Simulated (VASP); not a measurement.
# KMgF3 (Pm-3m) in VASP: notebook, part 2 of 2

VASP 6.6.1.

### Step 3. Relaxation of cell and atoms, PBEsol, target pressure 20 GPa, at which the enthalpy is minimised

File INCAR:

```
PREC = Accurate ; ENCUT = 600
EDIFF = 1E-7 ; ISMEAR = -1
SIGMA = 0.05 ; LREAL = False
LASPH = True ; NELM = 100
ALGO = Normal ; ISIF = 3
LWAVE = False ; LCHARG = False
GGA = PS ; IBRION = 2
NSW = 60 ; EDIFFG = -0.01
PSTRESS = 200.0
```

File KPOINTS:

```
regular mesh
0
Gamma
  7 7 7
```

File POSCAR:

```
KMgF3
1.0
    3.9859000000      0.0000000000      0.0000000000
    0.0000000000      3.9859000000      0.0000000000
    0.0000000000      0.0000000000      3.9859000000
K Mg F
1 1 3
Direct
    0.5000000000      0.5000000000      0.5000000000
    0.0000000000      0.0000000000      0.0000000000
    0.0000000000      0.0000000000      0.5000000000
    0.0000000000      0.5000000000      0.0000000000
    0.5000000000      0.0000000000      0.0000000000
```

Potentials or basis: VASP PAW PBE potentials, release 64 (K_sv, Mg, F).

Started as:

```
cat potpaw_PBE.64/K_sv/POTCAR potpaw_PBE.64/Mg/POTCAR potpaw_PBE.64/F/POTCAR > POTCAR
mpirun -np 1 vasp_std > vasp.out
```

OUTCAR:

```text
PREC = Accurate
   ENCUT = 600
   EDIFF = 1E-7
   ISMEAR = -1
   LREAL = False
   LASPH = True
   NELM = 100
   ISIF = 3
   GGA = PS
   IBRION = 2
   NSW = 60
   EDIFFG = -0.01
   PSTRESS = 200.0

 ion  position               nearest neighbor table
   1  0.500  0.500  0.500-   3 2.82   4 2.82   5 2.82   4 2.82   5 2.82   3 2.82   5 2.82   5 2.82
                             3 2.82   4 2.82   4 2.82   3 2.82   2 3.45   2 3.45   2 3.45   2 3.45
   2  0.000  0.000  0.000-   3 1.99   4 1.99   5 1.99   3 1.99   4 1.99   5 1.99   1 3.45   1 3.45
                             1 3.45   1 3.45   1 3.45   1 3.45   1 3.45   1 3.45
   3  0.000  0.000  0.500-   2 1.99   2 1.99   1 2.82   1 2.82   1 2.82   1 2.82
   4  0.000  0.500  0.000-   2 1.99   2 1.99   1 2.82   1 2.82   1 2.82   1 2.82
   5  0.500  0.000  0.000-   2 1.99   2 1.99   1 2.82   1 2.82   1 2.82   1 2.82

  LATTYP: Found a simple cubic cell.
 ALAT       =     3.9859000000

  Lattice vectors:

 A1 = (   3.9859000000,   0.0000000000,   0.0000000000)
 A2 = (   0.0000000000,   3.9859000000,   0.0000000000)
 A3 = (   0.0000000000,   0.0000000000,   3.9859000000)

Analysis of symmetry for initial positions (statically):
=====================================================================
 Subroutine PRICEL returns:
 Original cell was already a primitive cell.

 Routine SETGRP: Setting up the symmetry group for a
 simple cubic supercell.

 Subroutine GETGRP returns: Found 48 space group operations
 (whereof 48 operations were pure point group operations)
 out of a pool of 48 trial point group operations.

The static configuration has the point symmetry O_h .

Analysis of symmetry for dynamics (positions and initial velocities):
=====================================================================
 Subroutine PRICEL returns:
 Original cell was already a primitive cell.

 Routine SETGRP: Setting up the symmetry group for a
 simple cubic supercell.

 Subroutine GETGRP returns: Found 48 space group operations
 (whereof 48 operations were pure point group operations)
 out of a pool of 48 trial point group operations.

The dynamic configuration has the point symmetry O_h .

 Subroutine INISYM returns: Found 48 space group operations
 (whereof 48 operations are pure point group operations),
 and found     1 'primitive' translations

----------------------------------------------------------------------------------------

                                     Primitive cell

  volume of cell :      63.3256

  direct lattice vectors                    reciprocal lattice vectors
     3.985900000  0.000000000  0.000000000     0.250884367  0.000000000  0.000000000
     0.000000000  3.985900000  0.000000000     0.000000000  0.250884367  0.000000000
     0.000000000  0.000000000  3.985900000     0.000000000  0.000000000  0.250884367

  length of vectors
     3.985900000  3.985900000  3.985900000     0.250884367  0.250884367  0.250884367

  position of ions in fractional coordinates (direct lattice)
     0.500000000  0.500000000  0.500000000
     0.000000000  0.000000000  0.000000000
     0.000000000  0.000000000  0.500000000
     0.000000000  0.500000000  0.000000000
     0.500000000  0.000000000  0.000000000

  ion indices of the primitive-cell ions
   primitive index   ion index
                 1           1
                 2           2
                 3           3
                 4           4
                 5           5

----------------------------------------------------------------------------------------

 KPOINTS: regular mesh

Automatic generation of k-mesh.
 Grid dimensions read from file:
 generate k-points for:    7    7    7

 Generating k-lattice:

  Cartesian coordinates                     Fractional coordinates (reciprocal lattice)
     0.035840624  0.000000000  0.000000000     0.142857143  0.000000000  0.000000000
     0.000000000  0.035840624  0.000000000     0.000000000  0.142857143  0.000000000
     0.000000000  0.000000000  0.035840624     0.000000000  0.000000000  0.142857143

  Length of vectors
     0.035840624  0.035840624  0.035840624

  Shift w.r.t. Gamma in fractional coordinates (k-lattice)
     0.000000000  0.000000000  0.000000000

 Subroutine IBZKPT returns following result:
 ===========================================

 Found     20 irreducible k-points:

 Following reciprocal coordinates:
            Coordinates               Weight
  0.000000  0.000000  0.000000      1.000000
  0.142857  0.000000  0.000000      6.000000
  0.285714  0.000000  0.000000      6.000000
  0.428571  0.000000  0.000000      6.000000
  0.142857  0.142857  0.000000     12.000000
  0.285714  0.142857  0.000000     24.000000
[... 12 lines left out ...]
  0.428571  0.428571  0.285714     24.000000
  0.428571  0.428571  0.428571      8.000000
   k-points           NKPTS =     20   k-points in BZ     NKDIM =     20   number of bands    NBANDS=     20
   number of dos      NEDOS =    301   number of ions     NIONS =      5
   total plane-waves  NPLWV =  32768
   dimension x,y,z NGX =    32 NGY =   32 NGZ =   32
   dimension x,y,z NGXF=    64 NGYF=   64 NGZF=   64
   ions per type =               1   1   3
   NGX,Y,Z   is equivalent  to a cutoff of  13.35, 13.35, 13.35 a.u.
   NGXF,Y,Z  is equivalent  to a cutoff of  26.69, 26.69, 26.69 a.u.
 SYSTEM =  unknown system
   PREC   = accura    normal or accurate (medium, high low for compatibility)
   ISTART =      0    job   : 0-new  1-cont  2-samecut
   ICHARG =      2    charge: 1-file 2-atom 10-const
   ISPIN  =      1    spin polarized calculation?
   LNONCOLLINEAR =      F non collinear calculations
   LSORBIT =      F    spin-orbit coupling
   LASPH  =      T    aspherical Exc in radial PAW
   ENCUT  =  600.0 eV  44.10 Ry    6.64 a.u.   7.96  7.96  7.96*2*pi/ulx,y,z
   NELM   =    100;   NELMIN=  2; NELMDL= -5     # of ELM steps
   EDIFF  = 0.1E-06   stopping-criterion for ELM
   LREAL  =      F    real-space projection
   EDIFFG = -.1E-01   stopping-criterion for IOM
   NSW    =     60    number of steps for IOM
   IBRION =      2    ionic relax: 0-MD 1-quasi-New 2-CG
   NFREE  =      1    steps in history (QN), initial steepest desc. (CG)
   ISIF   =      3    stress and relaxation
   ISYM   =      2    0-nonsym 1-usesym 2-fastsym
   POTIM  = 0.5000    time-step for ionic-motion
   TEBEG  =    0.0;   TEEND  =   0.0 temperature during run
   PSTRESS=  200.0 pullay stress
   NELECT =      32.0000    total number of electrons
   NUPDOWN=      -1.0000    fix difference up-down
   EMIN   =  10.00;   EMAX   =-10.00  energy-range for DOS
   EFERMI =   0.00;   METHOD = LEGACY
   ISMEAR =    -1;   SIGMA  =   0.05  broadening in eV -4-tet -1-fermi 0-gaus
   EFERMI_NEDOS =   21; number of points for ismear=-14 and -15
   IALGO  =     38    algorithm
   IMIX   =      4    mixing-type and parameters
     AMIX     =   0.40;   BMIX     =  1.00
     AMIX_MAG =   1.60;   BMIX_MAG =  1.00
  volume/ion in A,a.u.               =      12.67        85.47
  Fermi-wavevector in a.u.,A,eV,Ry     =   1.303962  2.464132 23.134232  1.700318
  Thomas-Fermi vector in A             =   2.434930
   LORBIT       =      0    0 simple, 1 ext, 2 COOP (PROOUT), +10 PAW based schemes
   GGA     = PS    functional components
   LHFCALC =     F    Hartree Fock is set to
   AEXX    =    0.0000 exact exchange contribution
   IVDW    =     0    specifies the selected vdW correction
   LEPSILON=     F    determine dielectric tensor
   LRPA    =     F    only Hartree local field effects (RPA)
 conjugate gradient relaxation of ions
 non-spin polarized calculation
  energy-cutoff  :      600.00
  volume of cell :       63.33
 maximum number of plane-waves:      2128
 NGX is ok and might be reduce to    32
   NGX = 15   NGY = 15   NGZ = 15

--------------------------------------- Ionic step        1  -------------------------------------------

 number of electron      32.0000010 magnetization

 Free energy of the ion-electron system (eV)
  ---------------------------------------------------
  ext. energy  EPLUGINS =         0.00000000
  ---------------------------------------------------
  free energy    TOTEN  =       -25.27022421 eV

  energy without entropy =      -25.27022421  energy(sigma->0) =      -25.27022421

 E-fermi :  -0.5458     XC(G=0):  -9.9443

 val. band max:       -1.7426975357   @ k =   0.4286   0.4286   0.4286
 cond. band min:       5.4153211865   @ k =   0.0000   0.0000   0.0000
 fundamental gap:      7.1580187222
 Fermi energy:        -0.5458492085

 k-point     1 :       0.0000    0.0000    0.0000
  band No.  band energies     occupation
      1     -27.1837      2.00000
      2     -21.7213      2.00000
      3     -21.0508      2.00000
      4     -21.0508      2.00000
      5     -10.7488      2.00000
      6     -10.7488      2.00000
[... 12 lines left out ...]
     19       8.2346      0.00000
[... 515 lines left out ...]
  enthalpy is  TOTEN    =       -18.0310753244 eV   P V=        6.2179127061

--------------------------------------- Ionic step        3  -------------------------------------------

 number of electron      32.0000048 magnetization

 Free energy of the ion-electron system (eV)
  ---------------------------------------------------
  ext. energy  EPLUGINS =         0.00000000
  ---------------------------------------------------
  free energy    TOTEN  =       -24.72626159 eV

  energy without entropy =      -24.72626159  energy(sigma->0) =      -24.72626159

 E-fermi :   0.4052     XC(G=0): -10.9113

 val. band max:       -0.7335291205   @ k =   0.4286   0.4286   0.4286
 cond. band min:       7.9318359304   @ k =   0.0000   0.0000   0.0000
 fundamental gap:      8.6653650508
 Fermi energy:         0.4052389687

 k-point     1 :       0.0000    0.0000    0.0000
  band No.  band energies     occupation
      1     -25.8834      2.00000
      2     -21.2124      2.00000
      3     -20.2949      2.00000
      4     -20.2949      2.00000
      5      -9.4770      2.00000
      6      -9.4770      2.00000
[... 12 lines left out ...]
     19       9.4283      0.00000
[... 468 lines left out ...]
  FREE ENERGIE OF THE ION-ELECTRON SYSTEM (eV)
  ---------------------------------------------------
  free  energy   TOTEN  =       -24.7262615856 eV

  energy  without entropy=      -24.7262615856  energy(sigma->0) =      -24.72626159

  enthalpy is  TOTEN    =       -18.1280701451 eV   P V=        6.5981914406

 reached required accuracy - stopping structural energy minimisation
```

OSZICAR:

```text
N       E                     dE             d eps       ncg     rms          rms(c)
DAV:   1     0.263987230401E+03    0.26399E+03   -0.19155E+04   816   0.172E+03
DAV:   2    -0.134331323957E+02   -0.27742E+03   -0.26769E+03  1056   0.409E+02
DAV:   3    -0.263263940026E+02   -0.12893E+02   -0.12852E+02   960   0.885E+01
DAV:   4    -0.271373520115E+02   -0.81096E+00   -0.80958E+00  1424   0.129E+01
[... 32 lines left out ...]
DAV:   7    -0.247262644739E+02    0.22496E-05   -0.51536E-05   936   0.628E-02    0.130E-02
DAV:   8    -0.247262616996E+02    0.27743E-05   -0.38306E-06  1296   0.146E-02    0.107E-03
DAV:   9    -0.247262613650E+02    0.33460E-06   -0.22301E-07   788   0.413E-03    0.151E-03
DAV:  10    -0.247262615424E+02   -0.17745E-06   -0.17053E-08   576   0.108E-03    0.510E-04
DAV:  11    -0.247262615856E+02   -0.43201E-07   -0.57355E-09   540   0.545E-04
   3 F= -.18128070E+02 E0= -.18128070E+02  d E =-.762787E+00
```

CONTCAR:

```text
KMgF3
   1.00000000000000
     3.7529130248593745    0.0000000000000000    0.0000000000000000
     0.0000000000000000    3.7529130248593745   -0.0000000000000000
     0.0000000000000000    0.0000000000000000    3.7529130248593745
  K               Mg              F
     1     1     3
Direct
     0.5000000000000000    0.5000000000000000    0.5000000000000000
     0.0000000000000000    0.0000000000000000    0.0000000000000000
     0.0000000000000000    0.0000000000000000    0.5000000000000000
     0.0000000000000000    0.5000000000000000    0.0000000000000000
     0.5000000000000000    0.0000000000000000    0.0000000000000000

  0.00000000E+00  0.00000000E+00  0.00000000E+00
  0.00000000E+00  0.00000000E+00  0.00000000E+00
  0.00000000E+00  0.00000000E+00  0.00000000E+00
  0.00000000E+00  0.00000000E+00  0.00000000E+00
  0.00000000E+00  0.00000000E+00  0.00000000E+00
```

Wall time 1.7 min (1 thread of Intel Xeon 8259CL, shared host); peak memory 0.21 GiB.

What came out:

| Item | Value |
| --- | --- |
| Free energy | -24.7263 eV |
| Relaxed volume | 10.57 Å³/atom |
| Relaxed cell | a = 3.753 Å, b = 3.753 Å, c = 3.753 Å, α = 90.00°, β = 90.00°, γ = 90.00° |
| Space group after relaxing (to 0.1 Å) | Pm-3m (No. 221) |
| Energy change on relaxing (the run minimises the enthalpy) | +108.8 meV/atom |
| Ionic steps | 3 |
| Pressure after relaxing | 20.0 GPa |
| Band gap on the k mesh | 8.67 eV (least direct gap 8.93 eV) |

Step by step:
| step | energy change (eV) | largest force (eV/Å) | pressure (GPa) | volume (Å³) |
| --- | --- | --- | --- | --- |
| 1 | 0.0000 | 0.0000 | -0.16 | 63.33 |
| 2 | 1.0212 | 0.0000 | 30.71 | 49.81 |
| 3 | 0.5440 | 0.0000 | 20.02 | 52.86 |

Final structure:
```xyz
5
Lattice="3.7529 0.0000 0.0000 0.0000 3.7529 0.0000 0.0000 0.0000 3.7529" Properties=species:S:1:pos:R:3 pbc="T T T"
K     1.8765    1.8765    1.8765
Mg    0.0000    0.0000    0.0000
F     0.0000    0.0000    1.8765
F     0.0000    1.8765    0.0000
F     1.8765    0.0000    0.0000
```

Caveat: the cell is relaxed towards a set pressure, so the run minimises the enthalpy, not the energy; the volume moved by over 15 % at a fixed basis, so the end points are rough; the PAW data sets were made with another functional, which shifts forces and pressure a little; an odd mesh through Γ misses points on the zone boundary, where band edges can lie. A hybrid or GW would open this gap; PBEsol tends to underestimate it.

### Step 4. Relaxation of cell and atoms, PBEsol, target pressure 30 GPa, at which the enthalpy is minimised

File INCAR:

```
ALGO = Normal
EDIFF = 1E-6
EDIFFG = -0.01
ENCUT = 600
GGA = PS
IBRION = 2
ISIF = 3
ISMEAR = -1
LASPH = True
LCHARG = False
LREAL = False
LWAVE = False
NELM = 100
NSW = 60
PREC = Accurate
PSTRESS = 300.0
SIGMA = 0.05
```

File KPOINTS:

```
k-points
0
Gamma
  7 7 7
```

POSCAR is that of step 3.

Started as:

```
cat potpaw_PBE.64/K_sv/POTCAR potpaw_PBE.64/Mg/POTCAR potpaw_PBE.64/F/POTCAR > POTCAR
mpirun -np 1 vasp_std > vasp.out
```

It took 2.8 min on 1 thread of Intel Xeon 8259CL, shared host; peak memory 0.21 GiB.

The run converged. Its results:

* Free energy: -24.2825 eV
* Relaxed volume: 10.00 Å³/atom
* Relaxed cell: a = 3.684 Å, b = 3.684 Å, c = 3.684 Å, α = 90.00°, β = 90.00°, γ = 90.00°
* Space group after relaxing (to 0.1 Å): Pm-3m (No. 221)
* Energy change on relaxing (the run minimises the enthalpy): +197.5 meV/atom
* Ionic steps: 6
* Pressure after relaxing: 30.0 GPa
* Band gap on the k mesh: 9.20 eV (least direct gap 9.45 eV)

The path:
| step | energy change (eV) | largest force (eV/Å) | pressure (GPa) | volume (Å³) |
| --- | --- | --- | --- | --- |
| 1 | 0.0000 | 0.0000 | -0.17 | 63.33 |
| 2 | 2.7007 | 0.0000 | 63.40 | 43.89 |
| 3 | 0.9633 | 0.0000 | 29.49 | 50.12 |
| 4 | 1.0088 | 0.0000 | 30.45 | 49.88 |
| 5 | 0.9736 | 0.0000 | 29.70 | 50.06 |
| 6 | 0.9877 | 0.0000 | 30.00 | 49.99 |

Final structure:
```
K Mg F
1.0
     3.68374    0.00000    0.00000
     0.00000    3.68374    0.00000
     0.00000    0.00000    3.68374
K Mg F
1 1 3
Direct
  0.50000 0.50000 0.50000
  0.00000 0.00000 0.00000
  0.00000 0.00000 0.50000
  0.00000 0.50000 0.00000
  0.50000 0.00000 0.00000
```

Levels at points of the mesh, in eV from the valence-band top:
| k point | band 14 | band 15 | band 16 | band 17 | band 18 | band 19 |
| --- | --- | --- | --- | --- | --- | --- |
| (0.00, 0.00, 0.00) | -0.24 | -0.24 | -0.24 | 9.20 | 10.20 | 10.20 |

Caveat: the cell is relaxed towards a set pressure, so the run minimises the enthalpy, not the energy; the volume moved by over 15 % at a fixed basis, so the end points are rough; the PAW data sets were made with another functional, which shifts forces and pressure a little; an odd mesh through Γ misses points on the zone boundary, where band edges can lie.

### Step 5. Summary

```tsv
cell	gap on the mesh (eV)	pressure (GPa)
relaxed to 10 GPa	8.02	10.0
relaxed to 20 GPa	8.67	20.0
relaxed to 30 GPa	9.20	30.0
```

Alike in all rows: task relaxation of cell and atoms; level PBEsol; potentials or basis VASP PAW PBE potentials, release 64 (K_sv, Mg, F); no spin polarisation; k mesh 7 × 7 × 7; cutoff (eV) 600; smearing fermi-dirac 0.05 eV.

Caveats: the cell is relaxed towards a set pressure, so the run minimises the enthalpy, not the energy; the PAW data sets were made with another functional, which shifts forces and pressure a little; an odd mesh through Γ misses points on the zone boundary, where band edges can lie; the volume moved by over 15 % at a fixed basis, so the end points are rough (at least some runs).

Total energies depend on the potentials used, so only differences within one code and one set of settings carry meaning.
